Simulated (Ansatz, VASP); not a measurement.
**One calculation of Pd, two programs**

```
Pd
1.0
     0.00000    1.96563    1.96563
     1.96563    0.00000    1.96563
     1.96563    1.96563    0.00000
Pd
1
Direct
  0.00000 0.00000 0.00000
```

Alike in both runs: task single point; functional RPBE; k mesh 22 × 22 × 22; occupations fermi-dirac, width 0.1 eV; no spin polarisation.

|  | VASP | Ansatz |
| --- | --- | --- |
| version | VASP 6.6.1 | Ansatz 0.2.0 |
| potentials or method | VASP PAW PBE potentials, release 64 (Pd), cutoff 520 eV | plane waves (420 eV) with PAW, scalar-relativistic |
| valence electrons in the cell | 10 | 18 |

VASP gave:

```
pressure (GPa) : 6.2
```

Problem. What did Ansatz give for the same quantities?

Solution. Pressure (GPa): 6.5.

VASP's potentials were made for PBE, not for RPBE. VASP's potentials hold 10 valence electrons a cell and Ansatz's 18, so a difference there can come from the potentials and not from the codes.
